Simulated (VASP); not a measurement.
Set up this calculation in VASP 6.6.1, as the native input.

* Task: single point
* Functional: PBE
* Potentials or basis: VASP PAW PBE potentials, release 64 (B, N)
* Cutoff: 520 eV
* k mesh: 6 × 6 × 10
* Occupations: gaussian, width 0.05 eV
* Spin: no spin polarisation
* Dipole correction: no
* Further INCAR settings: ALGO = Normal; EDIFF = 1e-07; NBANDS = 26

The structure of BN lies in POSCAR:

```
BN
1.0
    4.4226829661      0.0000000000      0.0000000000
    0.0000000000      4.4226829661      0.0000000000
    0.0000000000      0.0000000000      2.6257000000
B N
4 4
Direct
    0.1742811368      0.8257188632      0.5000000000
    0.3257188632      0.3257188632      0.0000000000
    0.6742811368      0.6742811368      0.0000000000
    0.8257188632      0.1742811368      0.5000000000
    0.8126115048      0.8126115048      0.5000000000
    0.3126115048      0.6873884952      0.0000000000
    0.6873884952      0.3126115048      0.0000000000
    0.1873884952      0.1873884952      0.5000000000
```

The input as run:

INCAR

```
ALGO = Normal
EDIFF = 1E-7
ENCUT = 520
GGA = PE
ISIF = 2
ISMEAR = 0
LASPH = T
LCHARG = F
LREAL = F
LWAVE = F
NBANDS = 26
NELM = 60
PREC = Accurate
SIGMA = 0.05
```

KPOINTS

```
k-points
0
Gamma
  6 6 10
```

Potentials or basis: VASP PAW PBE potentials, release 64 (B, N).

The run is started by

```console
$ cat potpaw_PBE.64/B/POTCAR potpaw_PBE.64/N/POTCAR > POTCAR
$ mpirun -np 1 vasp_std > vasp.out
```

Results of the run:

| Property | Result |
| --- | --- |
| Pressure | -10.1 GPa |
| Largest force | 0.176 eV/Å |
| Band gap on the k mesh | 4.79 eV, indirect (least direct gap 5.80 eV) |

Wall time 29 s on 1 thread of Intel(R) Xeon(R) Platinum 8559C (Emerald Rapids), on a shared host, peak memory 0.19 GiB.
